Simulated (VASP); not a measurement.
Si, 2 atoms in the cell. Symmetry: Fd-3m, No. 227, cubic system. Conventional cell: a = 5.444 Å, b = 5.444 Å, c = 5.444 Å, α = 90.00°, β = 90.00°, γ = 90.00°. Within 3.1 Å of Si (site symmetry -43m) lie 4 Si at 2.36 Å. 

* Program: VASP 6.6.1
* Task: single point
* Functional: r2SCAN
* Potentials or basis: VASP PAW PBE potentials, release 64 (Si)
* Cutoff: 520 eV
* k mesh: 8 × 8 × 8
* Occupations: gaussian, width 0.01 eV
* Spin: no spin polarisation
* Dipole correction: no
* Further INCAR settings: ALGO = Normal; EDIFF = 1e-06; NBANDS = 11

Potentials or basis: VASP PAW PBE potentials, release 64 (Si).

Launch:

```sh
$ cat potpaw_PBE.64/Si/POTCAR > POTCAR
$ cp INCAR.step1 INCAR
$ mpirun -np 1 vasp_std > vasp.out
$ cp INCAR.step2 INCAR
$ mpirun -np 1 vasp_std > vasp.out
```

Hardware: 1 thread of Intel(R) Xeon(R) Platinum 8488C (Sapphire Rapids), with other jobs on the host.

How long does it take, and how much memory?

Run time: 32 s on 1 thread of Intel(R) Xeon(R) Platinum 8488C (Sapphire Rapids) (shared host), peak memory 0.16 GiB. Counts: k points 29.
